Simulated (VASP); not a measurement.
# Rb (P6/mmm) in VASP: relaxation of cell and atoms with PBE

Aim: the relaxation of cell and atoms of Rb with PBE.

All numbers are computed with VASP 6.6.1; they aren't measurements. Logs are shortened: lines on timing, memory, paths and dates and some standing lists are left out, and cuts for length are marked.

### 1 The cell of the first run

Symmetry: P6/mmm, No. 191, hexagonal system. The conventional cell has a = 4.680 Å, b = 4.680 Å, c = 4.399 Å, α = 90.00°, β = 90.00°, γ = 120.00°. Within 5.8 Å of Rb (site symmetry 6/mmm) lie 8 Rb at 4.40 to 4.68 Å.

This isn't the form of Rb at room conditions, which is bcc.

### 2 Relaxation of cell and atoms, PBE, target pressure 0.43 GPa, at which the enthalpy is minimised

The input, INCAR:

```
  ALGO = Normal
  EDIFF = 1E-7
  EDIFFG = -0.005
  ENCUT = 600
  GGA = PE
  IBRION = 2
  ISIF = 3
  ISMEAR = -1
  LASPH = True
  LCHARG = False
  LREAL = False
  LWAVE = False
  NELM = 100
  NSW = 60
  PREC = Accurate
  PSTRESS = 4.3
  SIGMA = 0.08
```

The input, KPOINTS:

```
k-points
0
Gamma
  10 10 9
```

The input, POSCAR:

```
Rb
1.0
    4.6802263963      0.0000000000      0.0000000000
   -2.3401131982      4.0531949547      0.0000000000
    0.0000000000      0.0000000000      4.3994128125
Rb
1
Direct
    0.0000000000      0.0000000000      0.0000000000
```

Potentials or basis: VASP PAW PBE potentials, release 64 (Rb_sv).

On the command line:

```console
> cat potpaw_PBE.64/Rb_sv/POTCAR > POTCAR
> mpirun -np 1 vasp_std > vasp.out
```

OUTCAR:

```text
EDIFF = 1E-7
   EDIFFG = -0.005
   ENCUT = 600
   GGA = PE
   IBRION = 2
   ISIF = 3
   ISMEAR = -1
   LASPH = True
   LREAL = False
   NELM = 100
   NSW = 60
   PREC = Accurate
   PSTRESS = 4.3

 ion  position               nearest neighbor table
   1  0.000  0.000  0.000-

  LATTYP: Found a hexagonal cell.
 ALAT       =     4.6802263963
 C/A-ratio  =     0.9400000000

  Lattice vectors:

 A1 = (   4.6802263963,   0.0000000000,   0.0000000000)
 A2 = (  -2.3401131982,   4.0531949547,   0.0000000000)
 A3 = (   0.0000000000,   0.0000000000,   4.3994128125)

Analysis of symmetry for initial positions (statically):
=====================================================================
 Subroutine PRICEL returns:
 Original cell was already a primitive cell.

 Routine SETGRP: Setting up the symmetry group for a
 hexagonal supercell.

 Subroutine GETGRP returns: Found 24 space group operations
 (whereof 24 operations were pure point group operations)
 out of a pool of 24 trial point group operations.

The static configuration has the point symmetry D_6h.

Analysis of symmetry for dynamics (positions and initial velocities):
=====================================================================
 Subroutine PRICEL returns:
 Original cell was already a primitive cell.

 Routine SETGRP: Setting up the symmetry group for a
 hexagonal supercell.

 Subroutine GETGRP returns: Found 24 space group operations
 (whereof 24 operations were pure point group operations)
 out of a pool of 24 trial point group operations.

The dynamic configuration has the point symmetry D_6h.

 Subroutine INISYM returns: Found 24 space group operations
 (whereof 24 operations are pure point group operations),
 and found     1 'primitive' translations

----------------------------------------------------------------------------------------

                                     Primitive cell

  volume of cell :      83.4563

  direct lattice vectors                    reciprocal lattice vectors
     4.680226396  0.000000000  0.000000000     0.213664878  0.123359475  0.000000000
    -2.340113198  4.053194955  0.000000000     0.000000000  0.246718949  0.000000000
     0.000000000  0.000000000  4.399412812     0.000000000  0.000000000  0.227303061

  length of vectors
     4.680226396  4.680226396  4.399412812     0.246718949  0.246718949  0.227303061

  position of ions in fractional coordinates (direct lattice)
     0.000000000  0.000000000  0.000000000

  ion indices of the primitive-cell ions
   primitive index   ion index
                 1           1

----------------------------------------------------------------------------------------

 KPOINTS: k-points

Automatic generation of k-mesh.
 Grid dimensions read from file:
 generate k-points for:   10   10    9

 Generating k-lattice:

  Cartesian coordinates                     Fractional coordinates (reciprocal lattice)
     0.021366488  0.012335947  0.000000000     0.100000000  0.000000000  0.000000000
     0.000000000  0.024671895  0.000000000     0.000000000  0.100000000  0.000000000
     0.000000000  0.000000000  0.025255896     0.000000000  0.000000000  0.111111111

  Length of vectors
     0.024671895  0.024671895  0.025255896

  Shift w.r.t. Gamma in fractional coordinates (k-lattice)
     0.000000000  0.000000000  0.000000000

 Subroutine IBZKPT returns following result:
 ===========================================

 Found     70 irreducible k-points:

 Following reciprocal coordinates:
            Coordinates               Weight
  0.000000  0.000000  0.000000      1.000000
  0.100000 -0.000000  0.000000      6.000000
  0.200000 -0.000000  0.000000      6.000000
  0.300000  0.000000  0.000000      6.000000
  0.400000 -0.000000  0.000000      6.000000
  0.500000 -0.000000  0.000000      3.000000
[... 16 lines left out ...]
  0.300000  0.100000  0.111111     24.000000
  0.400000  0.100000  0.111111     24.000000
 [... further k-points ...]
   k-points           NKPTS =     70   k-points in BZ     NKDIM =     70   number of bands    NBANDS=      8
   number of dos      NEDOS =    301   number of ions     NIONS =      1
   total plane-waves  NPLWV =  57600
   dimension x,y,z NGX =    40 NGY =   40 NGZ =   36
   dimension x,y,z NGXF=    80 NGYF=   80 NGZF=   72
   ions per type =               1
   NGX,Y,Z   is equivalent  to a cutoff of  14.21, 14.21, 13.60 a.u.
   NGXF,Y,Z  is equivalent  to a cutoff of  28.42, 28.42, 27.21 a.u.
 SYSTEM =  unknown system
   PREC   = accura    normal or accurate (medium, high low for compatibility)
   ISTART =      0    job   : 0-new  1-cont  2-samecut
   ICHARG =      2    charge: 1-file 2-atom 10-const
   ISPIN  =      1    spin polarized calculation?
   LNONCOLLINEAR =      F non collinear calculations
   LSORBIT =      F    spin-orbit coupling
   LASPH  =      T    aspherical Exc in radial PAW
   ENCUT  =  600.0 eV  44.10 Ry    6.64 a.u.   9.35  9.35  8.79*2*pi/ulx,y,z
   NELM   =    100;   NELMIN=  2; NELMDL= -5     # of ELM steps
   EDIFF  = 0.1E-06   stopping-criterion for ELM
   LREAL  =      F    real-space projection
   EDIFFG = -.5E-02   stopping-criterion for IOM
   NSW    =     60    number of steps for IOM
   IBRION =      2    ionic relax: 0-MD 1-quasi-New 2-CG
   NFREE  =      1    steps in history (QN), initial steepest desc. (CG)
   ISIF   =      3    stress and relaxation
   ISYM   =      2    0-nonsym 1-usesym 2-fastsym
   POTIM  = 0.5000    time-step for ionic-motion
   TEBEG  =    0.0;   TEEND  =   0.0 temperature during run
   PSTRESS=    4.3 pullay stress
   NELECT =       9.0000    total number of electrons
   NUPDOWN=      -1.0000    fix difference up-down
   EMIN   =  10.00;   EMAX   =-10.00  energy-range for DOS
   EFERMI =   0.00;   METHOD = LEGACY
   ISMEAR =    -1;   SIGMA  =   0.08  broadening in eV -4-tet -1-fermi 0-gaus
   EFERMI_NEDOS =   21; number of points for ismear=-14 and -15
   IALGO  =     38    algorithm
   IMIX   =      4    mixing-type and parameters
     AMIX     =   0.40;   BMIX     =  1.00
     AMIX_MAG =   1.60;   BMIX_MAG =  1.00
  volume/ion in A,a.u.               =      83.46       563.19
  Fermi-wavevector in a.u.,A,eV,Ry     =   0.779237  1.472544  8.261588  0.607210
  Thomas-Fermi vector in A             =   1.882299
   LORBIT       =      0    0 simple, 1 ext, 2 COOP (PROOUT), +10 PAW based schemes
   GGA     = PE    functional components
   LHFCALC =     F    Hartree Fock is set to
   AEXX    =    0.0000 exact exchange contribution
   IVDW    =     0    specifies the selected vdW correction
   LEPSILON=     F    determine dielectric tensor
   LRPA    =     F    only Hartree local field effects (RPA)
 conjugate gradient relaxation of ions
 non-spin polarized calculation
  energy-cutoff  :      600.00
  volume of cell :       83.46
 maximum number of plane-waves:      2807
 NGX is ok and might be reduce to    40
   NGX = 19   NGY = 19   NGZ = 17

--------------------------------------- Ionic step        1  -------------------------------------------

 number of electron       9.0000000 magnetization

 Free energy of the ion-electron system (eV)
  ---------------------------------------------------
  ext. energy  EPLUGINS =         0.00000000
  ---------------------------------------------------
  free energy    TOTEN  =        -0.87854838 eV

  energy without entropy =       -0.85885297  energy(sigma->0) =       -0.86870067

------------------------ aborting loop because EDIFF is reached ----------------------------------------

  FORCE on cell =-STRESS in cart. coord.  units (eV):
  Direction    XX          YY          ZZ          XY          YZ          ZX
  --------------------------------------------------------------------------------------
  -------------------------------------------------------------------------------------
  Total        0.2189540      0.2189540      0.2062857     -0.0000000      0.0000000      0.0000000
  in kB        4.2034352      4.2034352      3.9602322     -0.0000000      0.0000000      0.0000000
  external PRESSURE =      -0.1776324 kB  Pullay stress =       4.3000000 kB
[... 59 lines left out ...]
  enthalpy is  TOTEN    =        -0.6545802379 eV   P V=        0.2236841349

--------------------------------------- Ionic step        3  -------------------------------------------

 number of electron       9.0000000 magnetization

 Free energy of the ion-electron system (eV)
  ---------------------------------------------------
  ext. energy  EPLUGINS =         0.00000000
  ---------------------------------------------------
  free energy    TOTEN  =        -0.87738584 eV

  energy without entropy =       -0.85768288  energy(sigma->0) =       -0.86753436

 E-fermi :   0.2510     XC(G=0):  -5.6874

 val. band max:        0.2285850719   @ k =   0.4000   0.1000   0.0000
 cond. band min:       0.2621527802   @ k =   0.2000  -0.0000   0.4444
 fundamental gap:      0.0335677083
 Fermi energy:         0.2509512026

 k-point     1 :       0.0000    0.0000    0.0000
  band No.  band energies     occupation
      1     -28.7144      2.00000
      2     -12.7332      2.00000
      3     -12.7332      2.00000
      4     -12.7269      2.00000
      5      -1.8514      2.00000
      6       2.6604      0.00000
      7       3.8967      0.00000
      8       3.8967      0.00000
[... 243 lines left out ...]
 k-point    24 :       0.4000    0.1000    0.1111
  band No.  band energies     occupation
      1     -28.7059      2.00000
      2     -12.8781      2.00000
      3     -12.7759      2.00000
      4     -12.7320      2.00000
      5       0.3366      0.51041
      6       1.1718      0.00002
      7       2.7393      0.00000
      8       4.3393      0.00000

 [... further k-points ...]
[... 5 lines left out ...]
  --------------------------------------------------------------------------------------
  -------------------------------------------------------------------------------------
  Total        0.2244996      0.2244996      0.2223364     -0.0000000      0.0000000      0.0000000
  in kB        4.3330756      4.3330756      4.2913248     -0.0000000      0.0000000      0.0000000
  external PRESSURE =       0.0191587 kB  Pullay stress =       4.3000000 kB
[... 16 lines left out ...]
  FREE ENERGIE OF THE ION-ELECTRON SYSTEM (eV)
  ---------------------------------------------------
  free  energy   TOTEN  =        -0.8773858388 eV

  energy  without entropy=       -0.8576828794  energy(sigma->0) =       -0.86753436

  enthalpy is  TOTEN    =        -0.6545999465 eV   P V=        0.2227858923

 reached required accuracy - stopping structural energy minimisation
```

Wall time 3.3 min (1 thread of Oxide Virtual Turin-like, shared host); peak memory 0.22 GiB.

What came out:

```yaml
Free_energy: -0.8774 eV
Relaxed_volume: 83.01 Å³/atom
Relaxed_cell: a = 4.676 Å, b = 4.676 Å, c = 4.384 Å, α = 90.00°, β = 90.00°, γ = 120.00°
Space_group_after_relaxing_to_0.1_Å: P6/mmm (No. 191)
Energy_change_on_relaxing_the_run_minimises_the_enthalpy: +1.2 meV/atom
Ionic_steps: 3
Pressure_after_relaxing: 0.4 GPa
Band_gap_on_the_k_mesh: zero (an odd number of electrons rules out a gap without spin polarisation)
```

Step by step:
```
step  energy change (eV)  largest force (eV/Å)  pressure (GPa)  volume (Å³)
   1              0.0000                0.0000            0.41        83.46
   2              0.0003                0.0000            0.42        83.34
   3              0.0012                0.0000            0.43        83.01
```

Final structure:
```
CELL_PARAMETERS angstrom
4.67568 0.00000 0.00000
-2.33784 4.04926 0.00000
0.00000 0.00000 4.38439
ATOMIC_POSITIONS crystal
Rb 0.00000 0.00000 0.00000
```

Levels at points of the mesh, in eV from the Fermi level:
```csv
k point,band 3,band 4,band 5,band 6,band 7,band 8
"(0.00, 0.00, 0.00)",-12.98,-12.98,-2.10,2.41,3.65,3.65
"(0.50, 0.00, 0.00)",-13.02,-12.96,0.09,0.65,2.46,4.40
```

Caveat: the cell is relaxed towards a set pressure, so the run minimises the enthalpy, not the energy.

The gap in the log of VASP goes by the Fermi energy; the results here count the filled bands.